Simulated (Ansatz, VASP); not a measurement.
**PbS in VASP and in Ansatz**

```
Pb S
1.0
     4.98248    0.00000    0.00000
    -2.49124    4.31495    0.00000
     0.00000    0.00000    8.47135
Pb S
3 3
Direct
  0.15847 0.84153 0.66667
  0.15847 0.31695 0.33333
  0.68305 0.84153 0.00000
  0.83433 0.16567 0.66667
  0.83433 0.66865 0.33333
  0.33135 0.16567 0.00000
```

Alike in both runs: functional PBE; k mesh 6 × 6 × 4; occupations gaussian, width 0.1 eV; no spin polarisation.

Ansatz relaxed the structure, and its values are those at the end. VASP's run is a single point on that final structure, the one shown.

```csv
,VASP,Ansatz
version,VASP 6.6.1,Ansatz 0.2.0
potentials or method,"VASP PAW PBE potentials, release 64 (Pb_d, S), cutoff 520 eV","scalar-relativistic, plane waves, PAW"
valence electrons in the cell,60,60
```

```tsv
	VASP	Ansatz	Ansatz less VASP
gap on the k mesh at the Fermi level (eV)	0.24	0.24	-0.003
least direct gap on the mesh (eV)	0.37	0.37	-0.003
pressure (GPa)	0.0	0.1	+0.06
rms of the force components (eV/Å)	0.004	0.004	-0.0005
```

Neither program's run includes spin-orbit coupling.
